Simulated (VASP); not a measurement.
# YTaP (P4/nmm) in VASP: a series of runs, part 2 of 3

VASP 6.6.1. The steps go on from the part before.

## Step 4: Single point, r2SCAN

Contents of POSCAR:

```
YTaP
1.0
    3.5867980000      0.0000000000      0.0000000000
    0.0000000000      3.5867980000      0.0000000000
    0.0000000000      0.0000000000      9.0805010000
Y Ta P
2 2 2
Direct
    0.0000000000      0.5000000000      0.9000000000
    0.5000000000      0.0000000000      0.1000000000
    0.0000000000      0.5000000000      0.3350000000
    0.5000000000      0.0000000000      0.6650000000
    0.0000000000      0.5000000000      0.6170000000
    0.5000000000      0.0000000000      0.3830000000
```

Contents of INCAR.step1:

```
SYSTEM = YTaP
ALGO = Normal
EDIFF = 1E-4
ENCUT = 520
GGA = PE
ISMEAR = 0
LASPH = .True.
LCHARG = .False.
LREAL = .False.
LWAVE = .True.
NBANDS = 36
NELM = 60
PREC = Accurate
SIGMA = 0.0157
```

Contents of INCAR.step2:

```
SYSTEM = YTaP
ALGO = Normal
EDIFF = 1E-7
ENCUT = 520
ISIF = 2
ISMEAR = 0
ISTART = 1
LASPH = .True.
LCHARG = .False.
LMIXTAU = .True.
LREAL = .False.
LWAVE = .False.
METAGGA = R2SCAN
NBANDS = 36
NELM = 60
PREC = Accurate
SIGMA = 0.0157
```

Contents of KPOINTS:

```
k-points
0
Gamma
  5 5 2
  0 0 0
```

Potentials or basis: VASP PAW PBE potentials, release 64 (Y_sv, Ta_pv, P).

Command:

```bash
> cat potpaw_PBE.64/Y_sv/POTCAR potpaw_PBE.64/Ta_pv/POTCAR potpaw_PBE.64/P/POTCAR > POTCAR
> cp INCAR.step1 INCAR
> mpirun -np 1 vasp_std > vasp.out
> cp INCAR.step2 INCAR
> mpirun -np 1 vasp_std > vasp.out
```

OUTCAR:

```text
SYSTEM = YTaP
   EDIFF = 1E-7
   ENCUT = 520
   ISIF = 2
   ISMEAR = 0
   ISTART = 1
   LASPH = .True.
   LREAL = .False.
   METAGGA = R2SCAN
   NELM = 60
   PREC = Accurate

 ion  position               nearest neighbor table
   1  0.000  0.500  0.900-   5 2.57   2 3.12   2 3.12   2 3.12   2 3.12   4 3.31   4 3.31   4 3.31
                             4 3.31   3 3.95
   2  0.500  0.000  0.100-   6 2.57   1 3.12   1 3.12   1 3.12   1 3.12   3 3.31   3 3.31   3 3.31
                             3 3.31   4 3.95
   3  0.000  0.500  0.335-   5 2.56   6 2.57   6 2.57   6 2.57   6 2.57   2 3.31   2 3.31   2 3.31
                             2 3.31   1 3.95
   4  0.500  0.000  0.665-   6 2.56   5 2.57   5 2.57   5 2.57   5 2.57   1 3.31   1 3.31   1 3.31
                             1 3.31   2 3.95
   5  0.000  0.500  0.617-   3 2.56   1 2.57   4 2.57   4 2.57   4 2.57   4 2.57
   6  0.500  0.000  0.383-   4 2.56   2 2.57   3 2.57   3 2.57   3 2.57   3 2.57

  LATTYP: Found a simple tetragonal cell.
 ALAT       =     3.5867980000
 C/A-ratio  =     2.5316454955

  Lattice vectors:

 A1 = (   3.5867980000,   0.0000000000,   0.0000000000)
 A2 = (   0.0000000000,   3.5867980000,   0.0000000000)
 A3 = (   0.0000000000,   0.0000000000,   9.0805010000)

Analysis of symmetry for initial positions (statically):
=====================================================================
 Subroutine PRICEL returns:
 Original cell was already a primitive cell.

 Routine SETGRP: Setting up the symmetry group for a
 simple tetragonal supercell.

 Subroutine GETGRP returns: Found 16 space group operations
 (whereof  8 operations were pure point group operations)
 out of a pool of 16 trial point group operations.

The static configuration has the point symmetry D_2d.
 The point group associated with its full space group is D_4h.

Analysis of symmetry for dynamics (positions and initial velocities):
=====================================================================
 Subroutine PRICEL returns:
[... 128 lines left out ...]
  Thomas-Fermi vector in A             =   2.399034
   LORBIT       =      0    0 simple, 1 ext, 2 COOP (PROOUT), +10 PAW based schemes
   METAGGA = R2SCAN    functional components
   LHFCALC =     F    Hartree Fock is set to
   AEXX    =    0.0000 exact exchange contribution
   IVDW    =     0    specifies the selected vdW correction
   LEPSILON=     F    determine dielectric tensor
   LRPA    =     F    only Hartree local field effects (RPA)
 non-spin polarized calculation
 Gauss-broadening in eV      SIGMA  =   0.02
  energy-cutoff  :      520.00
  volume of cell :      116.82
 maximum number of plane-waves:      3170
 NGX is ok and might be reduce to    28
   NGX = 13   NGY = 13   NGZ = 33

 number of electron      54.0000002 magnetization

 Free energy of the ion-electron system (eV)
  ---------------------------------------------------
  ext. energy  EPLUGINS =         0.00000000
  ---------------------------------------------------
  free energy    TOTEN  =      -157.02937484 eV

  energy without entropy =     -157.02824593  energy(sigma->0) =     -157.02881039

 E-fermi :   6.0860     XC(G=0): -12.0933

 val. band max:        6.0784621276   @ k =   0.4000   0.2000   0.5000
 cond. band min:       6.1545228533   @ k =   0.2000   0.2000   0.5000
 fundamental gap:      0.0760607257
 Fermi energy:         6.0859500271

 k-point     1 :       0.0000    0.0000    0.0000
  band No.  band energies     occupation
      1     -37.2924      2.00000
      2     -37.0536      2.00000
      3     -30.2312      2.00000
      4     -30.2312      2.00000
      5     -30.2197      2.00000
      6     -30.2197      2.00000
[... 457 lines left out ...]
     35       9.0383      0.00000
     36       9.2998      0.00000

------------------------ aborting loop because EDIFF is reached ----------------------------------------

  FORCE on cell =-STRESS in cart. coord.  units (eV):
  Direction    XX          YY          ZZ          XY          YZ          ZX
  --------------------------------------------------------------------------------------
  -------------------------------------------------------------------------------------
  Total        1.4509381      1.4509381      9.6322690      0.0000000      0.0000000      0.0000000
  in kB       19.8992087     19.8992087    132.1038682      0.0000000      0.0000000      0.0000000
  external PRESSURE =      57.3007619 kB  Pullay stress =       0.0000000 kB

 VOLUME and BASIS-vectors are now :
 -----------------------------------------------------------------------------
  energy-cutoff  :      520.00
  volume of cell :      116.82
      direct lattice vectors                 reciprocal lattice vectors
     3.586798000  0.000000000  0.000000000     0.278800200  0.000000000  0.000000000
     0.000000000  3.586798000  0.000000000     0.000000000  0.278800200  0.000000000
     0.000000000  0.000000000  9.080501000     0.000000000  0.000000000  0.110126082

 POSITION                                       TOTAL-FORCE (eV/Angst)
 -----------------------------------------------------------------------------------
      0.00000      1.79340      8.17245         0.000000     -0.000000      0.517216
      1.79340      0.00000      0.90805        -0.000000      0.000000     -0.517216
      0.00000      1.79340      3.04197         0.000000     -0.000000      0.415758
      1.79340      0.00000      6.03853        -0.000000     -0.000000     -0.415758
      0.00000      1.79340      5.60267         0.000000     -0.000000     -1.295407
      1.79340      0.00000      3.47783         0.000000      0.000000      1.295407
 -----------------------------------------------------------------------------------
    total drift:                               -0.000000      0.000000     -0.000000

  FREE ENERGIE OF THE ION-ELECTRON SYSTEM (eV)
  ---------------------------------------------------
  free  energy   TOTEN  =      -157.0293748364 eV

  energy  without entropy=     -157.0282459337  energy(sigma->0) =     -157.02881039
```

OUTCAR.step1:

```text
SYSTEM = YTaP
   EDIFF = 1E-4
   ENCUT = 520
   GGA = PE
   ISMEAR = 0
   LASPH = .True.
   LREAL = .False.
   NELM = 60
[... 695 lines left out ...]
      1.79340      0.00000      6.03853         0.000000     -0.000000     -0.467690
      0.00000      1.79340      5.60267        -0.000000      0.000000     -1.332863
      1.79340      0.00000      3.47783        -0.000000     -0.000000      1.332863
 -----------------------------------------------------------------------------------
    total drift:                                0.000000      0.000000     -0.000000

  FREE ENERGIE OF THE ION-ELECTRON SYSTEM (eV)
  ---------------------------------------------------
  free  energy   TOTEN  =       -48.4693863122 eV

  energy  without entropy=      -48.4670871200  energy(sigma->0) =      -48.46823672
```

Run time: 2.7 min. Hardware: 1 thread of Intel Xeon Platinum 8488C (Sapphire Rapids), shared host; peak memory 0.26 GiB.

What came out:

```
Free energy            : -157.0294 eV
Pressure               : 5.7 GPa
Largest force          : 1.295 eV/Å
Band gap on the k mesh : zero (bands 27 and 28 overlap by 0.66 eV)
```

Forces on the atoms (eV/Å):
```
Y    0.000  0.000  0.517
Y    0.000  0.000 -0.517
Ta   0.000  0.000  0.416
Ta   0.000  0.000 -0.416
P    0.000  0.000 -1.295
P    0.000  0.000  1.295
```

Levels at points of the mesh, in eV from the Fermi level:
```tsv
k point	band 24	band 25	band 26	band 27	band 28	band 29	band 30	band 31
(0.00, 0.00, 0.00)	-1.53	-0.75	-0.62	-0.62	-0.17	0.24	0.60	0.60
(0.00, 0.00, 0.50)	-1.19	-0.69	-0.69	-0.52	-0.16	0.22	0.68	0.68
```

Caveat: the cell stands under pressure; the PAW data sets were made with another functional, which shifts forces and pressure a little; spin-orbit coupling is left out, which moves the levels of the heavy elements.

## Step 5: Single point, r2SCAN+U

POSCAR is that of step 4.

Contents of INCAR.step1:

```
SYSTEM = YTaP
PREC = Accurate
ENCUT = 520
ISMEAR = 0
SIGMA = 0.0157
LREAL = .FALSE.
LASPH = .TRUE.
NELM = 150
LMAXMIX = 4
LDAU = .TRUE.
LDAUTYPE = 2
LDAUL = 2 -1 -1
LDAUU = 5 0 0
LDAUJ = 0 0 0
NBANDS = 36
GGA = PE
ALGO = Normal
EDIFF = 1E-4
LWAVE = .TRUE.
LCHARG = .FALSE.
```

Contents of INCAR.step2:

```
SYSTEM = YTaP
PREC = Accurate
ENCUT = 520
EDIFF = 1E-6
ISMEAR = 0
SIGMA = 0.0157
LREAL = .FALSE.
LASPH = .TRUE.
NELM = 150
ALGO = Normal
ISIF = 2
LWAVE = .FALSE.
LCHARG = .TRUE.
LMAXMIX = 4
LDAU = .TRUE.
LDAUTYPE = 2
LDAUL = 2 -1 -1
LDAUU = 5 0 0
LDAUJ = 0 0 0
LDAUPRINT = 1
METAGGA = R2SCAN
LMIXTAU = .TRUE.
LELF = .TRUE.
LVHAR = .TRUE.
NBANDS = 36
ISTART = 1
```

Contents of KPOINTS:

```
regular mesh
0
G
  5 5 2
  0 0 0
```

Command:

```bash
> cat potpaw_PBE.64/Y_sv/POTCAR potpaw_PBE.64/Ta_pv/POTCAR potpaw_PBE.64/P/POTCAR > POTCAR
> cp INCAR.step1 INCAR
> mpirun -np 1 vasp_std > vasp.out
> cp INCAR.step2 INCAR
> mpirun -np 1 vasp_std > vasp.out
```

Wall time 2.1 min (1 thread of Intel Xeon Platinum 8488C (Sapphire Rapids), shared host); peak memory 0.26 GiB.

The run converged. Its results:

- Free energy: -152.1457 eV
- Pressure: 14.4 GPa
- Largest force: 1.974 eV/Å
- Band gap on the k mesh: zero (bands 27 and 28 overlap by 0.69 eV)

Forces in eV/Å, atoms in the order of the input:
```
Y    0.000  0.000  0.199
Y    0.000  0.000 -0.199
Ta   0.000  0.000  0.581
Ta   0.000  0.000 -0.581
P    0.000  0.000 -1.974
P    0.000  0.000  1.974
```

Stress tensor (GPa, compression positive):
```
 9.63  0.00  0.00
 0.00  9.63  0.00
 0.00  0.00 23.89
```

Levels at points of the mesh, in eV from the Fermi level:
| k point | band 24 | band 25 | band 26 | band 27 | band 28 | band 29 | band 30 | band 31 |
| --- | --- | --- | --- | --- | --- | --- | --- | --- |
| (0.00, 0.00, 0.00) | -1.45 | -0.73 | -0.73 | -0.63 | -0.27 | 0.13 | 0.63 | 0.63 |
| (0.00, 0.00, 0.50) | -1.54 | -0.76 | -0.76 | -0.44 | -0.27 | 0.12 | 0.60 | 0.60 |

Eigenvalues of the final occupation matrices:
| site | spin | trace | eigenvalues |
| --- | --- | --- | --- |
| site 1 d | 1 | 0.49 | 0.07 0.08 0.08 0.13 0.14 |
| site 1 d | 2 | 0.49 | 0.07 0.08 0.08 0.13 0.14 |
| site 2 d | 1 | 0.49 | 0.07 0.08 0.08 0.13 0.14 |
| site 2 d | 2 | 0.49 | 0.07 0.08 0.08 0.13 0.14 |

Caveat: the cell stands under pressure; the PAW data sets were made with another functional, which shifts forces and pressure a little; spin-orbit coupling is left out, which moves the levels of the heavy elements; U without spin polarisation on a metal has little footing; the U is typed as a test and isn't derived for this compound.

[end of part 2 of 3]
